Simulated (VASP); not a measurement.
# Ga2SiS (P4mm) in VASP: a series of runs

The runs below take Ga2SiS through single point, relaxation of cell and atoms, with PBE.

Everything below comes from runs of VASP 6.6.1. Logs are shortened: lines on timing, memory, paths and dates and some standing lists are left out, and cuts for length are marked.

## 1. The cell of the first run

It takes space group P4mm (No. 99, tetragonal). The conventional cell has a = 3.924 Å, b = 3.924 Å, c = 5.505 Å, α = 90.00°, β = 90.00°, γ = 90.00°. Ga (site symmetry 2mm) has 2 S at 2.29 Å and 4 Ga at 2.77 Å and 2 Si at 2.90 Å within 3.0 Å. Si (site symmetry 4mm) has 4 Ga at 2.90 Å and 4 S at 2.93 Å within 3.8 Å. Within 3.0 Å of S (site symmetry 4mm) lie 4 Ga at 2.29 Å and 4 Si at 2.93 Å.

## 2. Single point, PBE

INCAR

```
SYSTEM = Ga2SiS
PREC = Accurate
ENCUT = 520
EDIFF = 1E-7
ISMEAR = 0
SIGMA = 0.1
LREAL = .FALSE.
LASPH = .TRUE.
NELM = 100
ALGO = Normal
ISIF = 2
LWAVE = .FALSE.
LCHARG = .TRUE.
GGA = PE
LELF = .TRUE.
LVHAR = .TRUE.
NBANDS = 26
```

KPOINTS

```
Automatic mesh
0
G
  4 4 4
  0 0 0
```

POSCAR

```
Ga2SiS
1.0
    3.9238417100      0.0000000000      0.0000000000
    0.0000000000      3.9238417100      0.0000000000
    0.0000000000      0.0000000000      5.5051122000
Ga Si S
2 1 1
Direct
    0.5000000000      0.0000000000      0.0071888500
    0.0000000000      0.5000000000      0.0071888500
    0.0000000000      0.0000000000      0.3942616200
    0.5000000000      0.5000000000      0.2233654700
```

Potentials or basis: VASP PAW PBE potentials, release 64 (Ga_d, Si, S).

Run with:

```console
$ cat potpaw_PBE.64/Ga_d/POTCAR potpaw_PBE.64/Si/POTCAR potpaw_PBE.64/S/POTCAR > POTCAR
$ mpirun -np 1 vasp_std > vasp.out
```

OUTCAR:

```text
SYSTEM = Ga2SiS
   PREC = Accurate
   ENCUT = 520
   EDIFF = 1E-7
   ISMEAR = 0
   LREAL = .FALSE.
   LASPH = .TRUE.
   NELM = 100
   ISIF = 2
   GGA = PE

 ion  position               nearest neighbor table
   1  0.500  0.000  0.007-   4 2.29   4 2.29   2 2.77   2 2.77   2 2.77   2 2.77   3 2.90   3 2.90

   2  0.000  0.500  0.007-   4 2.29   4 2.29   1 2.77   1 2.77   1 2.77   1 2.77   3 2.90   3 2.90

   3  0.000  0.000  0.394-   1 2.90   2 2.90   2 2.90   1 2.90   4 2.93   4 2.93   4 2.93   4 2.93

   4  0.500  0.500  0.223-   1 2.29   2 2.29   1 2.29   2 2.29   3 2.93   3 2.93   3 2.93   3 2.93

  LATTYP: Found a simple tetragonal cell.
 ALAT       =     3.9238417100
 C/A-ratio  =     1.4029903872

  Lattice vectors:

 A1 = (   3.9238417100,   0.0000000000,   0.0000000000)
 A2 = (   0.0000000000,   3.9238417100,   0.0000000000)
 A3 = (   0.0000000000,   0.0000000000,   5.5051122000)

Analysis of symmetry for initial positions (statically):
=====================================================================
 Subroutine PRICEL returns:
 Original cell was already a primitive cell.

 Routine SETGRP: Setting up the symmetry group for a
 simple tetragonal supercell.

 Subroutine GETGRP returns: Found  8 space group operations
 (whereof  8 operations were pure point group operations)
 out of a pool of 16 trial point group operations.

The static configuration has the point symmetry C_4v.

Analysis of symmetry for dynamics (positions and initial velocities):
=====================================================================
 Subroutine PRICEL returns:
 Original cell was already a primitive cell.

 Routine SETGRP: Setting up the symmetry group for a
 simple tetragonal supercell.

 Subroutine GETGRP returns: Found  8 space group operations
 (whereof  8 operations were pure point group operations)
 out of a pool of 16 trial point group operations.

The dynamic configuration has the point symmetry C_4v.

 Subroutine INISYM returns: Found  8 space group operations
 (whereof  8 operations are pure point group operations),
 and found     1 'primitive' translations

----------------------------------------------------------------------------------------

                                     Primitive cell

  volume of cell :      84.7596

  direct lattice vectors                    reciprocal lattice vectors
     3.923841710  0.000000000  0.000000000     0.254852278  0.000000000  0.000000000
[... 83 lines left out ...]
   EDIFF  = 0.1E-06   stopping-criterion for ELM
   LREAL  =      F    real-space projection
   EDIFFG = 0.1E-05   stopping-criterion for IOM
   NSW    =      0    number of steps for IOM
   IBRION =     -1    ionic relax: 0-MD 1-quasi-New 2-CG
   NFREE  =      0    steps in history (QN), initial steepest desc. (CG)
   ISIF   =      2    stress and relaxation
   ISYM   =      2    0-nonsym 1-usesym 2-fastsym
   POTIM  = 0.5000    time-step for ionic-motion
   TEBEG  =    0.0;   TEEND  =   0.0 temperature during run
   PSTRESS=    0.0 pullay stress
   NELECT =      36.0000    total number of electrons
   NUPDOWN=      -1.0000    fix difference up-down
   EMIN   =  10.00;   EMAX   =-10.00  energy-range for DOS
   EFERMI =   0.00;   METHOD = LEGACY
   ISMEAR =     0;   SIGMA  =   0.10  broadening in eV -4-tet -1-fermi 0-gaus
   EFERMI_NEDOS =   21; number of points for ismear=-14 and -15
   IALGO  =     38    algorithm
   IMIX   =      4    mixing-type and parameters
     AMIX     =   0.40;   BMIX     =  1.00
     AMIX_MAG =   1.60;   BMIX_MAG =  1.00
  volume/ion in A,a.u.               =      21.19       143.00
  Fermi-wavevector in a.u.,A,eV,Ry     =   1.230588  2.325474 20.603934  1.514346
  Thomas-Fermi vector in A             =   2.365431
   LORBIT       =      0    0 simple, 1 ext, 2 COOP (PROOUT), +10 PAW based schemes
   GGA     = PE    functional components
   LHFCALC =     F    Hartree Fock is set to
   AEXX    =    0.0000 exact exchange contribution
   IVDW    =     0    specifies the selected vdW correction
   LEPSILON=     F    determine dielectric tensor
   LRPA    =     F    only Hartree local field effects (RPA)
 non-spin polarized calculation
 Gauss-broadening in eV      SIGMA  =   0.10
  energy-cutoff  :      520.00
  volume of cell :       84.76
 maximum number of plane-waves:      2316
 NGX is ok and might be reduce to    30
   NGX = 15   NGY = 15   NGZ = 21

 number of electron      35.9999981 magnetization

 Free energy of the ion-electron system (eV)
  ---------------------------------------------------
  ext. energy  EPLUGINS =         0.00000000
  ---------------------------------------------------
  free energy    TOTEN  =       -11.95923714 eV

  energy without entropy =      -11.95272621  energy(sigma->0) =      -11.95598167

 E-fermi :   4.9869     XC(G=0):  -9.6782

 val. band max:        4.7728756155   @ k =   0.5000   0.0000   0.0000
 cond. band min:       4.9874696614   @ k =   0.2500   0.2500   0.0000
 fundamental gap:      0.2145940459
 Fermi energy:         4.9869497695

 k-point     1 :       0.0000    0.0000    0.0000
  band No.  band energies     occupation
      1     -11.5769      2.00000
      2     -10.2619      2.00000
      3     -10.1179      2.00000
      4     -10.1179      2.00000
      5     -10.0546      2.00000
      6      -9.8538      2.00000
[... 511 lines left out ...]
     25      12.0554      0.00000
     26      12.5605      0.00000

------------------------ aborting loop because EDIFF is reached ----------------------------------------

  FORCE on cell =-STRESS in cart. coord.  units (eV):
  Direction    XX          YY          ZZ          XY          YZ          ZX
  --------------------------------------------------------------------------------------
  -------------------------------------------------------------------------------------
  Total        8.0385276      8.0385276      4.1030040      0.0000000      0.0000000     -0.0000000
  in kB      151.9490382    151.9490382     77.5574257      0.0000000      0.0000000     -0.0000000
  external PRESSURE =     127.1518340 kB  Pullay stress =       0.0000000 kB

 VOLUME and BASIS-vectors are now :
 -----------------------------------------------------------------------------
  energy-cutoff  :      520.00
  volume of cell :       84.76
      direct lattice vectors                 reciprocal lattice vectors
     3.923841710  0.000000000  0.000000000     0.254852278  0.000000000  0.000000000
     0.000000000  3.923841710  0.000000000     0.000000000  0.254852278  0.000000000
     0.000000000  0.000000000  5.505112200     0.000000000  0.000000000  0.181649340

 POSITION                                       TOTAL-FORCE (eV/Angst)
 -----------------------------------------------------------------------------------
      1.96192      0.00000      0.03958         0.000000     -0.000000     -2.580544
      0.00000      1.96192      0.03958         0.000000      0.000000     -2.580544
      0.00000      0.00000      2.17045         0.000000      0.000000      0.224119
      1.96192      1.96192      1.22965         0.000000     -0.000000      4.936969
 -----------------------------------------------------------------------------------
    total drift:                                0.000000     -0.000000      0.000094

  FREE ENERGIE OF THE ION-ELECTRON SYSTEM (eV)
  ---------------------------------------------------
  free  energy   TOTEN  =       -11.9592371410 eV

  energy  without entropy=      -11.9527262050  energy(sigma->0) =      -11.95598167
```

OSZICAR:

```text
N       E                     dE             d eps       ncg     rms          rms(c)
DAV:   1     0.253637145542E+03    0.25364E+03   -0.16975E+04   948   0.201E+03
DAV:   2     0.203230779109E+02   -0.23331E+03   -0.22405E+03  1024   0.444E+02
DAV:   3    -0.110387372025E+02   -0.31362E+02   -0.30731E+02  1222   0.127E+02
DAV:   4    -0.122379390963E+02   -0.11992E+01   -0.11955E+01  1098   0.254E+01
DAV:   5    -0.122724382739E+02   -0.34499E-01   -0.34475E-01  1280   0.390E+00    0.141E+01
DAV:   6    -0.119700608000E+02    0.30238E+00   -0.78025E-01  1234   0.626E+00    0.805E+00
DAV:   7    -0.119607111710E+02    0.93496E-02   -0.22398E-01  1480   0.378E+00    0.148E+00
DAV:   8    -0.119590297177E+02    0.16815E-02   -0.36929E-02  1224   0.187E+00    0.683E-01
DAV:   9    -0.119592013825E+02   -0.17166E-03   -0.40709E-03  1100   0.393E-01    0.219E-01
DAV:  10    -0.119591905025E+02    0.10880E-04   -0.53614E-04  1134   0.138E-01    0.801E-02
DAV:  11    -0.119592306553E+02   -0.40153E-04   -0.95572E-05  1230   0.556E-02    0.400E-02
DAV:  12    -0.119592350065E+02   -0.43512E-05   -0.18637E-05  1054   0.260E-02    0.232E-02
DAV:  13    -0.119592367766E+02   -0.17700E-05   -0.25467E-06  1090   0.744E-03    0.209E-02
DAV:  14    -0.119592371327E+02   -0.35618E-06   -0.94281E-07   942   0.440E-03    0.499E-03
DAV:  15    -0.119592371410E+02   -0.82873E-08   -0.25583E-07  1098   0.281E-03
   1 F= -.11959237E+02 E0= -.11955982E+02  d E =-.651094E-02
```

Run time: 39 s. Hardware: 1 thread of Intel Xeon Platinum 8488C (Sapphire Rapids), shared host; peak memory 0.2 GiB.

What came out:

```yaml
Free_energy: -11.9592 eV
Pressure: 12.7 GPa
Largest_force: 4.937 eV/Å
Band_gap_on_the_k_mesh: zero (band 18 reaches 5.06 eV, above the bottom of band 19 at 4.77 eV)
```

Forces on the atoms (eV/Å):
```
Ga   0.000  0.000 -2.581
Ga   0.000  0.000 -2.581
Si   0.000  0.000  0.224
S    0.000  0.000  4.937
```

Caveat: the k points lie up to 0.40 Å⁻¹ apart; forces of over 1 eV/Å act on the atoms, so gaps and moduli don't describe the material at rest.

## 3. Relaxation of cell and atoms, PBE

INCAR

```
  PREC = Accurate
  ENCUT = 600
  EDIFF = 1E-7
  ISMEAR = 0
  SIGMA = 0.1
  LREAL = F
  LASPH = T
  NELM = 100
  ALGO = Normal
  ISIF = 3
  LWAVE = F
  LCHARG = F
  GGA = PE
  IBRION = 2
  NSW = 90
  EDIFFG = -0.04
```

KPOINTS

```
Automatic mesh
0
Gamma
  4 4 4
```

POSCAR is that of step 2.

Potentials or basis: VASP PAW PBE potentials, release 64 (Ga_d, Si, S).

Run with:

```console
$ cat potpaw_PBE.64/Ga_d/POTCAR potpaw_PBE.64/Si/POTCAR potpaw_PBE.64/S/POTCAR > POTCAR
$ mpirun -np 1 vasp_std > vasp.out
```

It took 7.1 min on 1 thread of Intel Xeon Platinum 8488C (Sapphire Rapids), shared host; peak memory 0.25 GiB.

It converged, with:

| Item | Value |
| --- | --- |
| Free energy | -14.3423 eV |
| Relaxed volume | 18.68 Å³/atom |
| Relaxed cell | a = 3.785 Å, b = 3.785 Å, c = 5.215 Å, α = 90.00°, β = 90.00°, γ = 90.00° |
| Space group after relaxing (to 0.05 Å) | P4/mmm (No. 123) |
| Energy gained by relaxing | 595.7 meV/atom |
| Ionic steps | 18 |
| Pressure after relaxing | -0.1 GPa |
| Largest force after relaxing | 0.030 eV/Å |
| Band gap on the k mesh | zero (band 18 reaches 7.10 eV, above the bottom of band 19 at 4.28 eV) |

Forces in eV/Å, atoms in the order of the input:
```
Ga   0.000  0.000  0.022
Ga   0.000  0.000  0.022
Si   0.000  0.000 -0.014
S    0.000  0.000 -0.030
```

The path:
| step | energy change (eV) | largest force (eV/Å) | pressure (GPa) | volume (Å³) |
| --- | --- | --- | --- | --- |
| 1 | 0.0000 | 4.9363 | 12.71 | 84.76 |
| 2 | -1.3568 | 0.9769 | -3.69 | 107.02 |
| 3 | -1.3764 | 1.3431 | -2.54 | 103.79 |
| 4 | -1.5767 | 1.1965 | -2.29 | 99.40 |
| 5 | -2.0055 | 0.6792 | -0.70 | 86.94 |
| 6 | -1.7804 | 1.2661 | 11.37 | 65.18 |
| 7 | -2.1114 | 0.4383 | 2.54 | 77.06 |
| 8 | -2.1961 | 0.5624 | -0.94 | 80.02 |
| 9 | -2.1990 | 0.5843 | -1.46 | 80.54 |
| 10 | -2.3003 | 0.5015 | -1.53 | 78.19 |
| 11 | -2.1918 | 0.6623 | 4.35 | 71.43 |
| 12 | -2.3511 | 0.3431 | -0.87 | 76.25 |
| 13 | -2.3609 | 0.2038 | -0.21 | 75.04 |
| 14 | -2.3773 | 0.1397 | 0.33 | 74.21 |
| 15 | -2.3790 | 0.1200 | 0.49 | 73.91 |
| 16 | -2.3801 | 0.0488 | -0.60 | 75.44 |
| 17 | -2.3814 | 0.0784 | -0.16 | 74.79 |
| 18 | -2.3830 | 0.0303 | -0.09 | 74.74 |

Final structure:
```xyz
4
Lattice="3.7855 0.0000 0.0000 0.0000 3.7855 0.0000 0.0000 0.0000 5.2155" Properties=species:S:1:pos:R:3 pbc="T T T"
Ga    1.8927    0.0000    4.7273
Ga    0.0000    1.8927    4.7273
Si    0.0000    0.0000    2.1314
S     1.8927    1.8927    2.1412
```

Levels at points of the mesh, in eV from the Fermi level:
| k point | band 16 | band 17 | band 18 | band 19 | band 20 | band 21 |
| --- | --- | --- | --- | --- | --- | --- |
| (0.00, 0.00, 0.00) | -4.09 | -0.32 | 0.60 | 0.91 | 0.91 | 4.77 |
| (0.50, 0.00, 0.00) | -2.95 | -2.48 | -0.40 | 0.10 | 0.26 | 3.71 |
| (0.50, 0.50, 0.00) | -3.11 | -2.99 | -2.76 | -2.06 | -0.38 | 0.51 |
| (0.00, 0.00, 0.50) | -2.05 | -0.02 | -0.02 | 0.43 | 0.67 | 1.21 |
| (0.50, 0.00, 0.50) | -1.28 | -0.61 | -0.27 | 0.57 | 1.73 | 2.92 |
| (0.50, 0.50, 0.50) | -4.93 | -4.93 | -4.37 | 0.39 | 3.43 | 3.79 |

Caveat: the k points lie up to 0.41 Å⁻¹ apart in the final cell.
